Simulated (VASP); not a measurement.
A run of VASP 6.6.1 is set up as follows.

Contents of INCAR:

```
  ALGO = Fast
  EDIFF = 1E-6
  ENCUT = 520
  GGA = CA
  ISIF = 2
  ISMEAR = 0
  LASPH = True
  LCHARG = False
  LREAL = False
  LWAVE = False
  NBANDS = 7
  NELM = 100
  PREC = Accurate
  SIGMA = 0.1
```

KPOINTS

```
k-points
0
Gamma
  8 8 8
```

Contents of POSCAR:

```
Mg
1.0
   -1.7727644967      1.7727644967      1.7727644967
    1.7727644967     -1.7727644967      1.7727644967
    1.7727644967      1.7727644967     -1.7727644967
Mg
1
Direct
    0.0000000000      0.0000000000      0.0000000000
```

Potentials or basis: VASP PAW LDA potentials, release 64 (Mg).

The run is started by

```sh
$ cat potpaw_LDA.64/Mg/POTCAR > POTCAR
$ mpirun -np 1 vasp_std > vasp.out
```

(1) What does it give for the band gap on the k mesh?

(2) What does it give for the pressure?

Results:

(1) zero (band 1 reaches 6.54 eV, above the bottom of band 2 at 1.70 eV).

(2) -1.7 GPa.
